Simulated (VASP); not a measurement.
# Ba2C (Fm-3m) in VASP: notebook, part 2 of 2

VASP 6.6.1. Earlier steps stand in the parts before.

**4. Single point, PBE**

This run uses another cell than the first one, of 28.75 Å³/atom, 1.055 times its volume.

File INCAR:

```
SYSTEM = Ba2C
ALGO = Normal
EDIFF = 1E-6
ENCUT = 520
GGA = PE
ISIF = 2
ISMEAR = -1
LASPH = .True.
LCHARG = .True.
LELF = .True.
LREAL = .False.
LVHAR = .True.
LWAVE = .False.
NBANDS = 19
NELM = 80
PREC = Accurate
SIGMA = 0.02
```

File KPOINTS:

```
k-points
0
Gamma
  6 6 6
  0 0 0
```

File POSCAR:

```
Ba2C
1.0
    0.0000000000      3.5066490138      3.5066490138
    3.5066490138      0.0000000000      3.5066490138
    3.5066490138      3.5066490138      0.0000000000
C Ba
1 2
Direct
    0.0000000000      0.0000000000      0.0000000000
    0.2500000000      0.2500000000      0.2500000000
    0.7500000000      0.7500000000      0.7500000000
```

Potentials or basis: VASP PAW PBE potentials, release 64 (C, Ba_sv).

Command:

```sh
$ cat potpaw_PBE.64/C/POTCAR potpaw_PBE.64/Ba_sv/POTCAR > POTCAR
$ mpirun -np 1 vasp_std > vasp.out
```

OUTCAR:

```text
SYSTEM = Ba2C
   EDIFF = 1E-6
   ENCUT = 520
   GGA = PE
   ISIF = 2
   ISMEAR = -1
   LASPH = .True.
   LREAL = .False.
   NELM = 80
   PREC = Accurate

 ion  position               nearest neighbor table
   1  0.000  0.000  0.000-   3 3.04   3 3.04   3 3.04   2 3.04   3 3.04   2 3.04   2 3.04   2 3.04

   2  0.250  0.250  0.250-   1 3.04   1 3.04   1 3.04   1 3.04   3 3.51   3 3.51   3 3.51   3 3.51
                             3 3.51   3 3.51
   3  0.750  0.750  0.750-   1 3.04   1 3.04   1 3.04   1 3.04   2 3.51   2 3.51   2 3.51   2 3.51
                             2 3.51   2 3.51

  LATTYP: Found a face centered cubic cell.
 ALAT       =     7.0132980276

  Lattice vectors:

 A1 = (   0.0000000000,   3.5066490138,   3.5066490138)
 A2 = (   3.5066490138,   0.0000000000,   3.5066490138)
 A3 = (   3.5066490138,   3.5066490138,   0.0000000000)

Analysis of symmetry for initial positions (statically):
=====================================================================
 Subroutine PRICEL returns:
 Original cell was already a primitive cell.

 Routine SETGRP: Setting up the symmetry group for a
 face centered cubic supercell.

 Subroutine GETGRP returns: Found 48 space group operations
 (whereof 48 operations were pure point group operations)
 out of a pool of 48 trial point group operations.

The static configuration has the point symmetry O_h .

Analysis of symmetry for dynamics (positions and initial velocities):
=====================================================================
 Subroutine PRICEL returns:
 Original cell was already a primitive cell.

 Routine SETGRP: Setting up the symmetry group for a
 face centered cubic supercell.

 Subroutine GETGRP returns: Found 48 space group operations
 (whereof 48 operations were pure point group operations)
 out of a pool of 48 trial point group operations.

The dynamic configuration has the point symmetry O_h .

 Subroutine INISYM returns: Found 48 space group operations
 (whereof 48 operations are pure point group operations),
 and found     1 'primitive' translations

----------------------------------------------------------------------------------------

                                     Primitive cell

  volume of cell :      86.2396

  direct lattice vectors                    reciprocal lattice vectors
     0.000000000  3.506649014  3.506649014    -0.142586269  0.142586269  0.142586269
     3.506649014  0.000000000  3.506649014     0.142586269 -0.142586269  0.142586269
     3.506649014  3.506649014  0.000000000     0.142586269  0.142586269 -0.142586269

  length of vectors
     4.959150594  4.959150594  4.959150594     0.246966663  0.246966663  0.246966663

  position of ions in fractional coordinates (direct lattice)
     0.000000000  0.000000000  0.000000000
     0.250000000  0.250000000  0.250000000
     0.750000000  0.750000000  0.750000000

  ion indices of the primitive-cell ions
   primitive index   ion index
                 1           1
                 2           2
                 3           3

----------------------------------------------------------------------------------------

 KPOINTS: k-points

Automatic generation of k-mesh.
 Grid dimensions read from file:
 generate k-points for:    6    6    6

 Generating k-lattice:

  Cartesian coordinates                     Fractional coordinates (reciprocal lattice)
    -0.023764378  0.023764378  0.023764378     0.166666667  0.000000000  0.000000000
     0.023764378 -0.023764378  0.023764378     0.000000000  0.166666667  0.000000000
     0.023764378  0.023764378 -0.023764378     0.000000000  0.000000000  0.166666667

  Length of vectors
     0.041161110  0.041161110  0.041161110

  Shift w.r.t. Gamma in fractional coordinates (k-lattice)
     0.000000000  0.000000000  0.000000000

 Subroutine IBZKPT returns following result:
 ===========================================

 Found     16 irreducible k-points:

 Following reciprocal coordinates:
            Coordinates               Weight
  0.000000  0.000000  0.000000      1.000000
  0.166667  0.000000  0.000000      8.000000
  0.333333  0.000000  0.000000      8.000000
  0.500000  0.000000  0.000000      4.000000
  0.166667  0.166667  0.000000      6.000000
  0.333333  0.166667  0.000000     24.000000
[... 8 lines left out ...]
 -0.333333  0.333333  0.166667     24.000000
 -0.333333  0.500000  0.166667     12.000000
   k-points           NKPTS =     16   k-points in BZ     NKDIM =     16   number of bands    NBANDS=     19
   number of dos      NEDOS =    301   number of ions     NIONS =      3
   total plane-waves  NPLWV =  64000
   dimension x,y,z NGX =    40 NGY =   40 NGZ =   40
   dimension x,y,z NGXF=    80 NGYF=   80 NGZF=   80
   ions per type =               1   2
   NGX,Y,Z   is equivalent  to a cutoff of  13.41, 13.41, 13.41 a.u.
   NGXF,Y,Z  is equivalent  to a cutoff of  26.82, 26.82, 26.82 a.u.
 SYSTEM =  Ba2C
   PREC   = accura    normal or accurate (medium, high low for compatibility)
   ISTART =      0    job   : 0-new  1-cont  2-samecut
   ICHARG =      2    charge: 1-file 2-atom 10-const
   ISPIN  =      1    spin polarized calculation?
   LNONCOLLINEAR =      F non collinear calculations
   LSORBIT =      F    spin-orbit coupling
   LASPH  =      T    aspherical Exc in radial PAW
   ENCUT  =  520.0 eV  38.22 Ry    6.18 a.u.   9.22  9.22  9.22*2*pi/ulx,y,z
   NELM   =     80;   NELMIN=  2; NELMDL= -5     # of ELM steps
   EDIFF  = 0.1E-05   stopping-criterion for ELM
   LREAL  =      F    real-space projection
   EDIFFG = 0.1E-04   stopping-criterion for IOM
   NSW    =      0    number of steps for IOM
   IBRION =     -1    ionic relax: 0-MD 1-quasi-New 2-CG
   NFREE  =      0    steps in history (QN), initial steepest desc. (CG)
   ISIF   =      2    stress and relaxation
   ISYM   =      2    0-nonsym 1-usesym 2-fastsym
   POTIM  = 0.5000    time-step for ionic-motion
   TEBEG  =    0.0;   TEEND  =   0.0 temperature during run
   PSTRESS=    0.0 pullay stress
   NELECT =      24.0000    total number of electrons
   NUPDOWN=      -1.0000    fix difference up-down
   EMIN   =  10.00;   EMAX   =-10.00  energy-range for DOS
   EFERMI =   0.00;   METHOD = LEGACY
   ISMEAR =    -1;   SIGMA  =   0.02  broadening in eV -4-tet -1-fermi 0-gaus
   EFERMI_NEDOS =   21; number of points for ismear=-14 and -15
   IALGO  =     38    algorithm
   IMIX   =      4    mixing-type and parameters
     AMIX     =   0.40;   BMIX     =  1.00
     AMIX_MAG =   1.60;   BMIX_MAG =  1.00
  volume/ion in A,a.u.               =      28.75       193.99
  Fermi-wavevector in a.u.,A,eV,Ry     =   1.068832  2.019800 15.543333  1.142403
  Thomas-Fermi vector in A             =   2.204493
   LORBIT       =      0    0 simple, 1 ext, 2 COOP (PROOUT), +10 PAW based schemes
   GGA     = PE    functional components
[... 5 lines left out ...]
 non-spin polarized calculation
  energy-cutoff  :      520.00
  volume of cell :       86.24
 maximum number of plane-waves:      2346
 NGX is ok and might be reduce to    40
   NGX = 19   NGY = 19   NGZ = 19

 number of electron      23.9999999 magnetization

 Free energy of the ion-electron system (eV)
  ---------------------------------------------------
  ext. energy  EPLUGINS =         0.00000000
  ---------------------------------------------------
  free energy    TOTEN  =       -10.78818807 eV

  energy without entropy =      -10.78678086  energy(sigma->0) =      -10.78748446

 E-fermi :   3.2837     XC(G=0):  -9.2599

 val. band max:        3.1741243957   @ k =   0.5000   0.3333   0.0000
 cond. band min:       3.3049132331   @ k =  -0.3333   0.3333   0.0000
 fundamental gap:      0.1307888375
 Fermi energy:         3.2836990276

 k-point     1 :       0.0000    0.0000    0.0000
  band No.  band energies     occupation
      1     -24.9662      2.00000
      2     -24.3273      2.00000
      3     -10.4941      2.00000
      4     -10.4941      2.00000
      5     -10.4941      2.00000
      6      -9.2765      2.00000
[... 11 lines left out ...]
     18       7.8291      0.00000
     19      10.6591      0.00000
[... 309 lines left out ...]
 k-point    16 :      -0.3333    0.5000    0.1667
  band No.  band energies     occupation
      1     -24.6910      2.00000
      2     -24.5851      2.00000
      3     -11.1562      2.00000
      4     -10.9088      2.00000
      5     -10.4237      2.00000
      6      -9.5632      2.00000
[... 11 lines left out ...]
     18       7.5506      0.00000
     19       8.4165      0.00000

------------------------ aborting loop because EDIFF is reached ----------------------------------------

  FORCE on cell =-STRESS in cart. coord.  units (eV):
  Direction    XX          YY          ZZ          XY          YZ          ZX
  --------------------------------------------------------------------------------------
  -------------------------------------------------------------------------------------
  Total        0.8641380      0.8641380      0.8641380      0.0000000      0.0000000     -0.0000000
  in kB       16.0541313     16.0541313     16.0541313      0.0000000      0.0000000     -0.0000000
  external PRESSURE =      16.0541313 kB  Pullay stress =       0.0000000 kB

 VOLUME and BASIS-vectors are now :
 -----------------------------------------------------------------------------
  energy-cutoff  :      520.00
  volume of cell :       86.24
      direct lattice vectors                 reciprocal lattice vectors
     0.000000000  3.506649014  3.506649014    -0.142586269  0.142586269  0.142586269
     3.506649014  0.000000000  3.506649014     0.142586269 -0.142586269  0.142586269
     3.506649014  3.506649014  0.000000000     0.142586269  0.142586269 -0.142586269

 POSITION                                       TOTAL-FORCE (eV/Angst)
 -----------------------------------------------------------------------------------
      0.00000      0.00000      0.00000         0.000000     -0.000000      0.000000
      1.75332      1.75332      1.75332         0.000000      0.000000     -0.000000
      5.25997      5.25997      5.25997        -0.000000     -0.000000      0.000000
 -----------------------------------------------------------------------------------
    total drift:                                0.000000     -0.000000      0.000000

  FREE ENERGIE OF THE ION-ELECTRON SYSTEM (eV)
  ---------------------------------------------------
  free  energy   TOTEN  =       -10.7881880661 eV

  energy  without entropy=      -10.7867808594  energy(sigma->0) =      -10.78748446
```

OSZICAR:

```text
N       E                     dE             d eps       ncg     rms          rms(c)
DAV:   1     0.147043998395E+03    0.14704E+03   -0.10953E+04   608   0.111E+03
DAV:   2    -0.486774580207E+01   -0.15191E+03   -0.14803E+03   791   0.216E+02
DAV:   3    -0.140514384686E+02   -0.91837E+01   -0.91177E+01   809   0.541E+01
DAV:   4    -0.143480255000E+02   -0.29659E+00   -0.29635E+00   897   0.713E+00
DAV:   5    -0.143499763902E+02   -0.19509E-02   -0.19503E-02   839   0.635E-01    0.995E+00
DAV:   6    -0.118159530587E+02    0.25340E+01   -0.46521E+01   710   0.172E+01    0.866E+00
DAV:   7    -0.108530693748E+02    0.96288E+00   -0.64648E+00   712   0.648E+00    0.268E+00
DAV:   8    -0.107940605480E+02    0.59009E-01   -0.34498E-01   677   0.274E+00    0.112E+00
DAV:   9    -0.107875803848E+02    0.64802E-02   -0.39651E-02   834   0.101E+00    0.247E-01
DAV:  10    -0.107882470205E+02   -0.66664E-03   -0.39732E-03   782   0.230E-01    0.714E-02
DAV:  11    -0.107881872398E+02    0.59781E-04   -0.69978E-04   822   0.867E-02    0.108E-02
DAV:  12    -0.107881883403E+02   -0.11006E-05   -0.17821E-05   682   0.196E-02    0.675E-03
DAV:  13    -0.107881880661E+02    0.27420E-06   -0.40049E-06   640   0.114E-02
   1 F= -.10788188E+02 E0= -.10787484E+02  d E =-.140721E-02
```

It took 28 s on 1 thread of Intel Xeon Platinum 8375C at 2.90GHz (Ice Lake), shared host; peak memory 0.23 GiB.

What came out:

| Quantity | Value |
| --- | --- |
| Free energy | -10.7882 eV |
| Pressure | 1.6 GPa |
| Band gap on the k mesh | zero (band 12 reaches 3.40 eV, above the bottom of band 13 at 3.30 eV) |

Levels at points of the mesh, in eV from the Fermi level:
| k point | band 10 | band 11 | band 12 | band 13 | band 14 | band 15 |
| --- | --- | --- | --- | --- | --- | --- |
| (0.00, 0.00, 0.00) | -1.88 | -1.88 | -1.88 | 0.17 | 0.29 | 0.29 |
| (0.50, 0.00, 0.00) | -0.69 | -0.69 | -0.67 | 1.31 | 2.32 | 2.32 |
| (0.50, 0.50, 0.00) | -1.59 | -0.16 | 0.12 | 0.12 | 1.21 | 1.77 |

Caveat: spin-orbit coupling is left out, which moves the levels of the heavy elements.

**5. Single point, PBE**

This run uses another cell than the first one, of 28.99 Å³/atom, 1.064 times its volume.

File INCAR:

```
  ALGO = Normal
  EDIFF = 1E-7
  ENCUT = 520
  GGA = PE
  ISIF = 2
  ISMEAR = -1
  LASPH = True
  LCHARG = False
  LREAL = False
  LWAVE = False
  NBANDS = 19
  NELM = 60
  PREC = Accurate
  SIGMA = 0.02
```

File KPOINTS:

```
k-points
0
Gamma
  6 6 6
```

File POSCAR:

```
Ba2C
1.0
    0.0000000000      3.5166858892      3.5166858892
    3.5166858892      0.0000000000      3.5166858892
    3.5166858892      3.5166858892      0.0000000000
C Ba
1 2
Direct
    0.0000000000      0.0000000000      0.0000000000
    0.2500000000      0.2500000000      0.2500000000
    0.7500000000      0.7500000000      0.7500000000
```

Command:

```sh
$ cat potpaw_PBE.64/C/POTCAR potpaw_PBE.64/Ba_sv/POTCAR > POTCAR
$ mpirun -np 1 vasp_std > vasp.out
```

Wall time 26 s (1 thread of Intel Xeon Platinum 8375C at 2.90GHz (Ice Lake), shared host); peak memory 0.24 GiB.

It converged, with:

- Free energy: -10.7949 eV
- Pressure: 1.3 GPa
- Band gap on the k mesh: zero (band 12 reaches 3.36 eV, above the bottom of band 13 at 3.26 eV)

Levels at points of the mesh, in eV from the Fermi level:
```csv
k point,band 10,band 11,band 12,band 13,band 14,band 15
"(0.00, 0.00, 0.00)",-1.85,-1.85,-1.85,0.15,0.30,0.30
"(0.50, 0.00, 0.00)",-0.68,-0.68,-0.68,1.31,2.31,2.31
"(0.50, 0.50, 0.00)",-1.58,-0.16,0.12,0.12,1.22,1.76
```

Caveat: spin-orbit coupling is left out, which moves the levels of the heavy elements.

**6. Overview**

| cell | gap on the mesh (eV) | pressure (GPa) |
| --- | --- | --- |
| a = 4.872 Å, angles 60.0°, 3 atoms | none | 4.0 |
| a = 4.923 Å, angles 60.0°, 3 atoms | none | 2.5 |
| a = 4.959 Å, angles 60.0°, 3 atoms | none | 1.6 |
| a = 4.973 Å, angles 60.0°, 3 atoms | none | 1.3 |

Alike in all rows: task single point; level PBE; potentials or basis VASP PAW PBE potentials, release 64 (C, Ba_sv); no spin polarisation; k mesh 6 × 6 × 6; cutoff (eV) 520; smearing fermi-dirac 0.02 eV.

Caveats: spin-orbit coupling is left out, which moves the levels of the heavy elements.

Total energies depend on the potentials used, so only differences within one code and one set of settings carry meaning.
